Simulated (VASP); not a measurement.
# Ti (P6/mmm) in VASP: a series of runs, part 2 of 2

VASP 6.6.1.

**6. Single point, PBE**

This run uses another cell than the first one, of 17.47 Å³/atom.

The input, INCAR:

```
  PREC = Accurate
  ENCUT = 520
  EDIFF = 1E-6
  ISMEAR = 0
  SIGMA = 0.15
  LREAL = False
  LASPH = True
  NELM = 100
  ALGO = Fast
  ISIF = 2
  LWAVE = False
  LCHARG = False
  GGA = PE
  NBANDS = 25
```

The input, KPOINTS:

```
Automatic mesh
0
Gamma
  12 12 14
```

The input, POSCAR:

```
Ti
1.0
    4.5333000000      0.0000000000      0.0000000000
   -2.2666500000      3.9259529630      0.0000000000
    0.0000000000      0.0000000000      2.9450000000
Ti
3
Direct
    0.0000000000      0.0000000000      0.0000000000
    0.3333333333      0.6666666667      0.5000000000
    0.6666666667      0.3333333333      0.5000000000
```

Potentials or basis: VASP PAW PBE potentials, release 64 (Ti_sv).

On the command line:

```bash
$ cat potpaw_PBE.64/Ti_sv/POTCAR > POTCAR
$ mpirun -np 1 vasp_std > vasp.out
```

OUTCAR:

```text
PREC = Accurate
   ENCUT = 520
   EDIFF = 1E-6
   ISMEAR = 0
   LREAL = False
   LASPH = True
   NELM = 100
   ISIF = 2
   GGA = PE

 ion  position               nearest neighbor table
   1  0.000  0.000  0.000-
   2  0.333  0.667  0.500-   3 2.62   3 2.62   3 2.62
   3  0.667  0.333  0.500-   2 2.62   2 2.62   2 2.62

  LATTYP: Found a hexagonal cell.
 ALAT       =     4.5333000000
 C/A-ratio  =     0.6496371297

  Lattice vectors:

 A1 = (   4.5333000000,   0.0000000000,   0.0000000000)
 A2 = (  -2.2666500000,   3.9259529630,   0.0000000000)
 A3 = (   0.0000000000,   0.0000000000,   2.9450000000)

Analysis of symmetry for initial positions (statically):
=====================================================================
 Subroutine PRICEL returns:
 Original cell was already a primitive cell.

 Routine SETGRP: Setting up the symmetry group for a
 hexagonal supercell.

 Subroutine GETGRP returns: Found 24 space group operations
 (whereof 24 operations were pure point group operations)
 out of a pool of 24 trial point group operations.
[... 163 lines left out ...]
  free energy    TOTEN  =       -23.48299074 eV

  energy without entropy =      -23.44916065  energy(sigma->0) =      -23.46607570

 E-fermi :   8.1956     XC(G=0): -11.4645

 val. band max:        8.1883133312   @ k =   0.3333   0.1667   0.2857
 cond. band min:       8.1975333502   @ k =   0.3333   0.2500   0.2143
 fundamental gap:      0.0092200190
 Fermi energy:         8.1956206363

 k-point     1 :       0.0000    0.0000    0.0000
  band No.  band energies     occupation
      1     -48.7832      2.00000
      2     -48.4928      2.00000
      3     -48.3090      2.00000
      4     -25.0917      2.00000
      5     -25.0917      2.00000
      6     -24.9707      2.00000
[... 661 lines left out ...]
     24      10.2675      0.00000
     25      10.5980      0.00000

 [... further k-points ...]

------------------------ aborting loop because EDIFF is reached ----------------------------------------

  FORCE on cell =-STRESS in cart. coord.  units (eV):
  Direction    XX          YY          ZZ          XY          YZ          ZX
  --------------------------------------------------------------------------------------
  -------------------------------------------------------------------------------------
  Total        0.1787966      0.1787966     -2.6176361     -0.0000000     -0.0000000     -0.0000000
  in kB        5.4654387      5.4654387    -80.0156622     -0.0000000     -0.0000000     -0.0000000
  external PRESSURE =     -23.0282616 kB  Pullay stress =       0.0000000 kB

 VOLUME and BASIS-vectors are now :
 -----------------------------------------------------------------------------
  energy-cutoff  :      520.00
  volume of cell :       52.41
      direct lattice vectors                 reciprocal lattice vectors
     4.533300000  0.000000000  0.000000000     0.220589857  0.127357613  0.000000000
    -2.266650000  3.925952963  0.000000000     0.000000000  0.254715227  0.000000000
     0.000000000  0.000000000  2.945000000     0.000000000  0.000000000  0.339558574

 POSITION                                       TOTAL-FORCE (eV/Angst)
 -----------------------------------------------------------------------------------
      0.00000      0.00000      0.00000        -0.000000      0.000000     -0.000000
     -0.00000      2.61730      1.47250        -0.000000     -0.000000      0.000000
      2.26665      1.30865      1.47250         0.000000      0.000000     -0.000000
 -----------------------------------------------------------------------------------
    total drift:                                0.000000      0.000000     -0.000000

  FREE ENERGIE OF THE ION-ELECTRON SYSTEM (eV)
  ---------------------------------------------------
  free  energy   TOTEN  =       -23.4829907383 eV

  energy  without entropy=      -23.4491606532  energy(sigma->0) =      -23.46607570
```

OSZICAR:

```text
N       E                     dE             d eps       ncg     rms          rms(c)
DAV:   1     0.431549878263E+03    0.43155E+03   -0.18676E+04  7616   0.179E+03
DAV:   2     0.224631953834E+02   -0.40909E+03   -0.40221E+03  7681   0.515E+02
DAV:   3    -0.228461747088E+02   -0.45309E+02   -0.44206E+02 13953   0.148E+02
[... 37 lines left out ...]
RMM:  41    -0.234829894721E+02   -0.89714E-06   -0.17233E-05  6872   0.146E-02    0.125E-02
RMM:  42    -0.234829898965E+02   -0.42440E-06   -0.13565E-05  7079   0.155E-02    0.915E-03
RMM:  43    -0.234829901589E+02   -0.26240E-06   -0.13257E-05  7664   0.174E-02    0.401E-03
RMM:  44    -0.234829905124E+02   -0.35348E-06   -0.11314E-05  6828   0.142E-02    0.373E-03
RMM:  45    -0.234829907383E+02   -0.22586E-06   -0.89467E-06  5795   0.121E-02
   1 F= -.23482991E+02 E0= -.23466076E+02  d E =-.338301E-01
```

stdout:

```text
POSCAR found type information on POSCAR Ti
 POSCAR found :  1 types and       3 ions
 scaLAPACK will be used
 LDA part: xc-table for (Slater+PW92), standard interpolation
 POSCAR, INCAR and KPOINTS ok, starting setup
 FFT: planning ... GRIDC
 FFT: planning ... GRID_SOFT
 FFT: planning ... GRID
 WAVECAR not read
 entering main loop
WARNING in EDDRMM: call to ZHEGV failed, returncode =   6  3     11
WARNING in EDDRMM: call to ZHEGV failed, returncode =   8  4     11
WARNING in EDDRMM: call to ZHEGV failed, returncode =   8  4     21
WARNING in EDDRMM: call to ZHEGV failed, returncode =   8  4     23
WARNING in EDDRMM: call to ZHEGV failed, returncode =   8  4     18
WARNING in EDDRMM: call to ZHEGV failed, returncode =   8  4      5
WARNING in EDDRMM: call to ZHEGV failed, returncode =   8  4      8
WARNING in EDDRMM: call to ZHEGV failed, returncode =   8  4     22
WARNING in EDDRMM: call to ZHEGV failed, returncode =   6  3     18
WARNING in EDDRMM: call to ZHEGV failed, returncode =   6  3     24
WARNING in EDDRMM: call to ZHEGV failed, returncode =   8  4     24
WARNING in EDDRMM: call to ZHEGV failed, returncode =   8  4     23
WARNING in EDDRMM: call to ZHEGV failed, returncode =   6  3      6
```

It took 21 min on 1 thread of Intel Xeon 8259CL, shared host; peak memory 0.29 GiB.

What came out:

- Free energy: -23.4830 eV
- Pressure: -2.3 GPa
- Band gap on the k mesh: zero (bands 18 and 19 overlap by 0.41 eV)

Levels at points of the mesh, in eV from the Fermi level:
| k point | band 16 | band 17 | band 18 | band 19 | band 20 | band 21 |
| --- | --- | --- | --- | --- | --- | --- |
| (0.00, 0.00, 0.00) | -0.66 | -0.56 | -0.56 | 0.21 | 0.91 | 1.28 |
| (0.50, 0.00, 0.00) | -0.41 | -0.27 | -0.27 | 0.15 | 0.63 | 0.72 |
| (0.00, 0.00, 0.50) | -2.00 | -1.60 | -1.60 | 1.14 | 1.14 | 1.19 |
| (0.50, 0.00, 0.50) | -1.14 | -0.85 | -0.75 | 0.38 | 0.70 | 0.74 |

Caveat: the stress differs along the axes, from -8 to 1 GPa.

**7. The runs side by side**

| cell | gap on the mesh (eV) | pressure (GPa) |
| --- | --- | --- |
| a = 4.487, b = 4.488, c = 2.945 Å, angles 90.0, 90.0, 120.0°, 3 atoms | none | -0.3 |
| a = 4.686, b = 4.686, c = 2.719 Å, angles 90.0, 90.0, 120.0°, 3 atoms | none | -0.4 |
| a = 4.900, b = 4.900, c = 2.492 Å, angles 90.0, 90.0, 120.0°, 3 atoms | none | -0.2 |
| a = 4.793, b = 4.793, c = 2.605 Å, angles 90.0, 90.0, 120.0°, 3 atoms | none | -0.3 |
| a = 4.533, b = 4.533, c = 2.945 Å, angles 90.0, 90.0, 120.0°, 3 atoms | none | -2.3 |

Alike in all rows: task single point; level PBE; potentials or basis VASP PAW PBE potentials, release 64 (Ti_sv); no spin polarisation; k mesh 12 × 12 × 14; cutoff (eV) 520; smearing gaussian 0.15 eV.

Caveats: the stress differs along the axes, from -7 to 3 GPa (at least some runs); the stress differs along the axes, from -4 to 8 GPa (at least some runs); the stress differs along the axes, from -2 to 4 GPa (at least some runs); the stress differs along the axes, from -4 to 7 GPa (at least some runs); the stress differs along the axes, from -8 to 1 GPa (at least some runs).

Total energies depend on the potentials used, so only differences within one code and one set of settings carry meaning.
